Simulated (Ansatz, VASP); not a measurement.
**HfC in VASP and in Ansatz**

```
Hf C
1.0
     0.00000    2.18791    2.62549
     2.18791    0.00000    2.62549
     2.18791    2.18791    0.00000
Hf C
1 1
Direct
  0.50000 0.50000 0.50000
  0.00000 0.00000 0.00000
```

Alike in both runs: task single point; functional PBE; k mesh 20 × 20 × 20; occupations gaussian, width 0.15 eV; no spin polarisation.

```csv
,VASP,Ansatz
version,VASP 6.6.1,Ansatz 0.2.0
potentials or method,"VASP PAW PBE potentials, release 64 (Hf_pv, C), cutoff 520 eV","scalar-relativistic, plane waves, PAW"
valence electrons in the cell,14,30
```

Ansatz gave:

| Item | Value |
| --- | --- |
| gap on the k mesh at the Fermi level (eV) | none |
| pressure (GPa) | 14.8 |
| traceless stress, the component that is largest in VASP (GPa) | -41.41 |

Which values does VASP return?

gap on the k mesh at the Fermi level (eV): none; pressure (GPa): 14.6; traceless stress, the component that is largest in VASP (GPa): -41.92.

A gap of «none» marks a metal or a gap that the smearing closes. With one functional, cell and mesh, what is left measures potentials, basis and numerics. VASP's potentials hold 14 valence electrons a cell and Ansatz's 30, so a difference there can come from the potentials and not from the codes.

Spin-orbit coupling is off throughout.
